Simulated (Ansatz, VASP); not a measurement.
**Two plane-wave programs on Cs**

```
Cs
1.0
     0.00000    6.02801    6.02801
     6.02801    0.00000    6.02801
     6.02801    6.02801    0.00000
Cs
2
Cartesian
  1.5070 1.5070 1.5070
  10.5490 10.5490 10.5490
```

Alike in both runs: task single point; functional RPBE; k mesh 5 × 5 × 5; occupations fermi-dirac, width 0.1 eV; no spin polarisation.

|  | VASP | Ansatz |
| --- | --- | --- |
| version | VASP 6.6.1 | Ansatz 0.2.0 |
| potentials or method | VASP PAW PBE potentials, release 64 (Cs_sv), cutoff 520 eV | plane waves (420 eV) with PAW, scalar-relativistic |
| valence electrons in the cell | 18 | 18 |

|  | VASP | Ansatz | Ansatz less VASP |
| --- | --- | --- | --- |
| pressure (GPa) | 0.0 | 0.0 | 0.00 |

VASP's potentials were made for PBE, not for RPBE.

Spin-orbit coupling is off throughout.
